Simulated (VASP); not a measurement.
IrO: single point with r2SCAN

IrO:

```xyz
4
Lattice="2.7858 0.0000 2.7858 0.0000 2.7858 2.7858 0.0000 0.0000 5.5716" Properties=species:S:1:pos:R:3 pbc="T T T"
Ir    2.7858    2.7858   11.1432
Ir    2.7858    2.7858    8.3574
O     1.3929    1.3929    6.9645
O     1.3929    1.3929    4.1787
```

- Program: VASP 6.6.1
- Task: single point
- Functional: r2SCAN
- Potentials or basis: VASP PAW PBE potentials, release 64 (Ir, O)
- Cutoff: 520 eV
- k mesh: 16 × 16 × 8
- Occupations: gaussian, width 0.1 eV
- Spin: collinear spin, antiferromagnetic start
- Starting moments: [1.0, -1.0, 0.0, 0.0] μB

| Property | Result |
| --- | --- |
| Pressure | 1.6 GPa |
| Band gap on the k mesh | zero (filled and empty bands overlap) |
| Net moment | 0.00 μB per cell |
| Valence electrons inside the program's atomic spheres | Ir 7.90; O 4.83 |

Levels at points of the mesh, in eV from the Fermi level:
Spin up:
```
           k point  band 13  band 14  band 15  band 16  band 17  band 18
(0.00, 0.00, 0.00)    -0.25    -0.25     1.48     1.48     1.48     1.48
(0.50, 0.00, 0.00)    -1.88    -0.07     0.00     0.93     0.93     1.35
(0.00, 0.00, 0.50)    -1.53    -1.52     0.41     0.41     0.42     0.42
```
Spin down:
| k point | band 12 | band 13 | band 14 | band 15 | band 16 | band 17 | band 18 | band 19 |
| --- | --- | --- | --- | --- | --- | --- | --- | --- |
| (0.00, 0.00, 0.00) | -0.25 | -0.25 | -0.25 | 1.48 | 1.48 | 1.48 | 1.48 | 1.48 |
| (0.50, 0.00, 0.00) | -1.88 | -1.88 | -0.07 | 0.00 | 0.93 | 0.93 | 1.35 | 5.67 |
| (0.00, 0.00, 0.50) | -2.61 | -1.53 | -1.52 | 0.41 | 0.41 | 0.42 | 0.42 | 3.45 |

It took 26 min on 1 thread of AMD EPYC 7R13, with other jobs on the host, peak memory 0.31 GiB.

Caveat: the PAW data sets were made with another functional, which shifts forces and pressure a little; spin-orbit coupling is left out, which moves the levels of the heavy elements.
